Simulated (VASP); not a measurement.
Input of a VASP 6.6.1 run:

Contents of INCAR:

```
  PREC = Accurate
  ENCUT = 600
  EDIFF = 1E-7
  ISMEAR = 0
  SIGMA = 0.02
  LREAL = F
  LASPH = T
  NELM = 80
  ALGO = Normal
  ISIF = 3
  LWAVE = F
  LCHARG = F
  GGA = PE
  IBRION = 2
  NSW = 100
  EDIFFG = -0.01
```

File KPOINTS:

```
regular mesh
0
Gamma
  6 6 2
```

POSCAR

```
Zn3CdTe4
1.0
    4.4318828000      0.0000000000      0.0000000000
   -2.2159414000      3.8381231000      0.0000000000
    0.0000000000      0.0000000000     14.6492271000
Zn Cd Te
3 1 4
Direct
    0.3333333000      0.6666667000      0.5001730000
    0.6666667000      0.3333333000      0.2572110000
    0.6666667000      0.3333333000      0.7424750000
    0.3333333000      0.6666667000      0.0034490000
    0.3333333000      0.6666667000      0.1978140000
    0.3333333000      0.6666667000      0.6833560000
    0.6666667000      0.3333333000      0.4404490000
    0.6666667000      0.3333333000      0.9250730000
```

Potentials or basis: VASP PAW PBE potentials, release 64 (Zn, Cd, Te).

Command:

```sh
$ cat potpaw_PBE.64/Zn/POTCAR potpaw_PBE.64/Cd/POTCAR potpaw_PBE.64/Te/POTCAR > POTCAR
$ mpirun -np 1 vasp_std > vasp.out
```

Problem. Estimate the band gap on the k mesh.

Solution. 0.76 eV.

Problem. What does it give for the relaxed volume?

Solution. 31.20 Å³/atom.

Problem. Estimate the relaxed cell.

Solution. a = 4.434 Å, b = 4.434 Å, c = 14.658 Å, α = 90.00°, β = 90.00°, γ = 120.00°.

Problem. What does it give for the space group after relaxing (to 0.1 Å)?

Solution. P3m1 (No. 156).

Forces in eV/Å, atoms in the order of the input:
```
Zn   0.000  0.000  0.000
Zn   0.000  0.000  0.000
Zn   0.000  0.000 -0.001
Cd   0.000  0.000  0.000
Te   0.000  0.000  0.005
Te   0.000  0.000 -0.001
Te   0.000  0.000  0.001
Te   0.000  0.000 -0.003
```

Caveat: spin-orbit coupling is left out, which moves the levels of the heavy elements.
